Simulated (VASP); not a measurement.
# MgS in VASP: a series of runs, part 3 of 3

VASP 6.6.1.

## Step 6: Electric field gradients, PBEsol (volume scaled by 1.02)

Input file INCAR:

```
SYSTEM = MgS
ALGO = Normal
EDIFF = 1E-8
ENCUT = 520
GGA = PS
ISIF = 2
ISMEAR = -1
LASPH = .True.
LCHARG = .False.
LEFG = .True.
LREAL = .False.
LWAVE = .False.
NBANDS = 11
NELM = 100
PREC = Accurate
SIGMA = 0.03
```

Input file KPOINTS:

```
k-points
0
Gamma
  10 10 10
  0 0 0
```

Input file POSCAR:

```
MgS
1.0
    0.0000000000      2.6188799723      2.6188799723
    2.6188799723      0.0000000000      2.6188799723
    2.6188799723      2.6188799723      0.0000000000
Mg S
1 1
Direct
    0.0000000000      0.0000000000      0.0000000000
    0.5000000000      0.5000000000      0.5000000000
```

Potentials or basis: VASP PAW PBE potentials, release 64 (Mg, S).

Launch:

```console
cat potpaw_PBE.64/Mg/POTCAR potpaw_PBE.64/S/POTCAR > POTCAR
mpirun -np 1 vasp_std > vasp.out
```

OUTCAR:

```text
SYSTEM = MgS
   EDIFF = 1E-8
   ENCUT = 520
   GGA = PS
   ISIF = 2
   ISMEAR = -1
   LASPH = .True.
   LREAL = .False.
   NELM = 100
   PREC = Accurate

 ion  position               nearest neighbor table
   1  0.000  0.000  0.000-   2 2.62   2 2.62   2 2.62   2 2.62   2 2.62   2 2.62
   2  0.500  0.500  0.500-   1 2.62   1 2.62   1 2.62   1 2.62   1 2.62   1 2.62

  LATTYP: Found a face centered cubic cell.
 ALAT       =     5.2377599446

  Lattice vectors:

 A1 = (   0.0000000000,   2.6188799723,   2.6188799723)
 A2 = (   2.6188799723,   0.0000000000,   2.6188799723)
 A3 = (   2.6188799723,   2.6188799723,   0.0000000000)

Analysis of symmetry for initial positions (statically):
=====================================================================
 Subroutine PRICEL returns:
 Original cell was already a primitive cell.

 Routine SETGRP: Setting up the symmetry group for a
 face centered cubic supercell.

 Subroutine GETGRP returns: Found 48 space group operations
 (whereof 48 operations were pure point group operations)
 out of a pool of 48 trial point group operations.

The static configuration has the point symmetry O_h .

Analysis of symmetry for dynamics (positions and initial velocities):
=====================================================================
 Subroutine PRICEL returns:
 Original cell was already a primitive cell.

 Routine SETGRP: Setting up the symmetry group for a
 face centered cubic supercell.

 Subroutine GETGRP returns: Found 48 space group operations
 (whereof 48 operations were pure point group operations)
 out of a pool of 48 trial point group operations.

The dynamic configuration has the point symmetry O_h .

 Subroutine INISYM returns: Found 48 space group operations
 (whereof 48 operations are pure point group operations),
 and found     1 'primitive' translations

----------------------------------------------------------------------------------------

                                     Primitive cell

  volume of cell :      35.9233

  direct lattice vectors                    reciprocal lattice vectors
     0.000000000  2.618879972  2.618879972    -0.190921312  0.190921312  0.190921312
     2.618879972  0.000000000  2.618879972     0.190921312 -0.190921312  0.190921312
     2.618879972  2.618879972  0.000000000     0.190921312  0.190921312 -0.190921312

  length of vectors
     3.703655575  3.703655575  3.703655575     0.330685412  0.330685412  0.330685412

  position of ions in fractional coordinates (direct lattice)
     0.000000000  0.000000000  0.000000000
     0.500000000  0.500000000  0.500000000

  ion indices of the primitive-cell ions
   primitive index   ion index
                 1           1
                 2           2

----------------------------------------------------------------------------------------

 KPOINTS: k-points

Automatic generation of k-mesh.
 Grid dimensions read from file:
 generate k-points for:   10   10   10
[... 73 lines left out ...]
   TEBEG  =    0.0;   TEEND  =   0.0 temperature during run
   PSTRESS=    0.0 pullay stress
   NELECT =       8.0000    total number of electrons
   NUPDOWN=      -1.0000    fix difference up-down
   EMIN   =  10.00;   EMAX   =-10.00  energy-range for DOS
   EFERMI =   0.00;   METHOD = LEGACY
   ISMEAR =    -1;   SIGMA  =   0.03  broadening in eV -4-tet -1-fermi 0-gaus
   EFERMI_NEDOS =   21; number of points for ismear=-14 and -15
   IALGO  =     38    algorithm
   IMIX   =      4    mixing-type and parameters
     AMIX     =   0.40;   BMIX     =  1.00
     AMIX_MAG =   1.60;   BMIX_MAG =  1.00
  volume/ion in A,a.u.               =      17.96       121.21
  Fermi-wavevector in a.u.,A,eV,Ry     =   0.992307  1.875188 13.397282  0.984672
  Thomas-Fermi vector in A             =   2.124109
   LORBIT       =      0    0 simple, 1 ext, 2 COOP (PROOUT), +10 PAW based schemes
   GGA     = PS    functional components
   LHFCALC =     F    Hartree Fock is set to
   AEXX    =    0.0000 exact exchange contribution
   IVDW    =     0    specifies the selected vdW correction
   LEPSILON=     F    determine dielectric tensor
   LRPA    =     F    only Hartree local field effects (RPA)
 non-spin polarized calculation
  energy-cutoff  :      520.00
  volume of cell :       35.92
 maximum number of plane-waves:       982
   NGX = 13   NGY = 13   NGZ = 13

 number of electron       8.0000001 magnetization

 Free energy of the ion-electron system (eV)
  ---------------------------------------------------
  ext. energy  EPLUGINS =         0.00000000
  ---------------------------------------------------
  free energy    TOTEN  =        -9.06558739 eV

  energy without entropy =       -9.06558739  energy(sigma->0) =       -9.06558739

 E-fermi :   4.0822     XC(G=0):  -9.7550

 val. band max:        3.4999980519   @ k =   0.0000   0.0000   0.0000
 cond. band min:       6.1632748912   @ k =   0.5000   0.5000   0.0000
 fundamental gap:      2.6632768393
 Fermi energy:         4.0821968646

 k-point     1 :       0.0000    0.0000    0.0000
  band No.  band energies     occupation
      1      -9.0712      2.00000
      2       3.5000      2.00000
      3       3.5000      2.00000
      4       3.5000      2.00000
      5       6.9409      0.00000
      6      11.3658      0.00000
      7      11.3658      0.00000
      8      11.3658      0.00000
      9      13.7889      0.00000
     10      13.7889      0.00000
     11      15.7492      0.00000
[... 309 lines left out ...]
 k-point    24 :       0.4000    0.3000    0.0000
  band No.  band energies     occupation
      1      -7.8176      2.00000
      2      -0.0745      2.00000
      3       1.8808      2.00000
      4       2.1527      2.00000
      5       7.3206      0.00000
      6       8.6305      0.00000
      7      12.7443      0.00000
      8      13.8766      0.00000
      9      15.3435      0.00000
     10      16.6479      0.00000
     11      19.9101      0.00000

 [... further k-points ...]
[... 5 lines left out ...]
  --------------------------------------------------------------------------------------
  -------------------------------------------------------------------------------------
  Total       -0.5715636     -0.5715636     -0.5715636      0.0000000      0.0000000     -0.0000000
  in kB      -25.4916742    -25.4916742    -25.4916742      0.0000000      0.0000000     -0.0000000
  external PRESSURE =     -25.4916742 kB  Pullay stress =       0.0000000 kB

 VOLUME and BASIS-vectors are now :
 -----------------------------------------------------------------------------
  energy-cutoff  :      520.00
  volume of cell :       35.92
      direct lattice vectors                 reciprocal lattice vectors
     0.000000000  2.618879972  2.618879972    -0.190921312  0.190921312  0.190921312
     2.618879972  0.000000000  2.618879972     0.190921312 -0.190921312  0.190921312
     2.618879972  2.618879972  0.000000000     0.190921312  0.190921312 -0.190921312

 POSITION                                       TOTAL-FORCE (eV/Angst)
 -----------------------------------------------------------------------------------
      0.00000      0.00000      0.00000         0.000000     -0.000000     -0.000000
      2.61888      2.61888      2.61888        -0.000000      0.000000      0.000000
 -----------------------------------------------------------------------------------
    total drift:                                0.000000      0.000000      0.000000

  FREE ENERGIE OF THE ION-ELECTRON SYSTEM (eV)
  ---------------------------------------------------
  free  energy   TOTEN  =        -9.0655873894 eV

  energy  without entropy=       -9.0655873894  energy(sigma->0) =       -9.06558739

 Electric field gradients (V/A^2)
---------------------------------------------------------------------
 ion       V_xx      V_yy      V_zz      V_xy      V_xz      V_yz
---------------------------------------------------------------------
   1      -0.000     0.000     0.000     0.000     0.000     0.000
   2       0.000    -0.000     0.000    -0.000    -0.000    -0.000
---------------------------------------------------------------------

 Electric field gradients after diagonalization (V/A^2)
 (convention: |V_zz| > |V_xx| > |V_yy|)
----------------------------------------------------------------------
 ion       V_xx      V_yy      V_zz     asymmetry (V_yy - V_xx)/ V_zz
----------------------------------------------------------------------
   1      -0.000    -0.000     0.000       0.000
   2       0.000     0.000    -0.001       0.000
----------------------------------------------------------------------

           NMR quadrupolar parameters

 Cq : quadrupolar parameter    Cq=e*Q*V_zz/h
 eta: asymmetry parameters     (V_yy - V_xx)/ V_zz
 Q  : nuclear electric quadrupole moment in mb (millibarn)
----------------------------------------------------------------------
 ion       Cq(MHz)       eta       Q (mb)
----------------------------------------------------------------------
   1       0.000       0.000       1.000
   2      -0.000       0.000       1.000
----------------------------------------------------------------------
```

Wall time 52 s (1 thread of AMD EPYC 7R13, shared host); peak memory 0.13 GiB.

Results:

- Free energy: -9.0656 eV
- Pressure: -2.5 GPa
- Band gap on the k mesh: 2.66 eV, indirect (least direct gap 3.44 eV)

Caveat: without QUAD_EFG the Cq values of the log hold for a quadrupole moment of 1 mb, not for the nuclei; the PAW data sets were made with another functional, which shifts forces and pressure a little. A k mesh can miss the band edges.

## Step 7: Overview

```csv
cell,gap on the mesh (eV),pressure (GPa)
"a = 3.661, b = 3.661, c = 3.679 Å, angles 59.8, 59.8, 60.3°, 2 atoms",2.68,-0.4
"a = 3.692 Å, angles 60.0°, 2 atoms",2.68,-1.9
"a = 3.667 Å, angles 60.0°, 2 atoms",2.73,-0.4
"a = 3.704 Å, angles 60.0°, 2 atoms",2.66,-2.5
```

Alike in all rows: task electric field gradients; level PBEsol; potentials or basis VASP PAW PBE potentials, release 64 (Mg, S); no spin polarisation; k mesh 10 × 10 × 10; cutoff (eV) 520; smearing fermi-dirac 0.03 eV.

Caveats: the PAW data sets were made with another functional, which shifts forces and pressure a little.

Absolute energies hang on the potentials; compare differences alone.
